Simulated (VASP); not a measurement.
The system is KI.

```
CELL_PARAMETERS angstrom
-0.03544 3.54429 3.54429
3.54429 -0.03544 3.54429
3.50884 3.50884 0.00000
ATOMIC_POSITIONS crystal
K 0.00000 0.00000 0.00000
I 0.50000 0.50000 0.50000
```

This cell differs from its parent crystal: shear xy strain -2.0%.

Base run:

| Property | Result |
| --- | --- |
| Program | VASP 6.6.1 |
| Functional | PBE |
| Potentials or basis | VASP PAW PBE potentials, release 64 (K_sv, I) |
| Cutoff | 520 eV |
| k mesh | 4 × 4 × 4 |
| Occupations | gaussian, width 0.01 eV |
| Spin | no spin polarisation |

Its results: band gap on the k mesh 3.91 eV, direct; pressure 0.5 GPa.

The run is repeated on the same cell with these changes: functional from PBE to r2SCAN; k mesh from 4 × 4 × 4 to 6 × 6 × 6. What comes out?

Band gap on the k mesh 4.55 eV, direct; pressure 0.0 GPa.

Several settings changed at once, so the effect can't be laid on one alone.

Caveats: spin-orbit coupling is left out, which moves the levels of the heavy elements; the PAW data sets were made with another functional, which shifts forces and pressure a little (some runs).

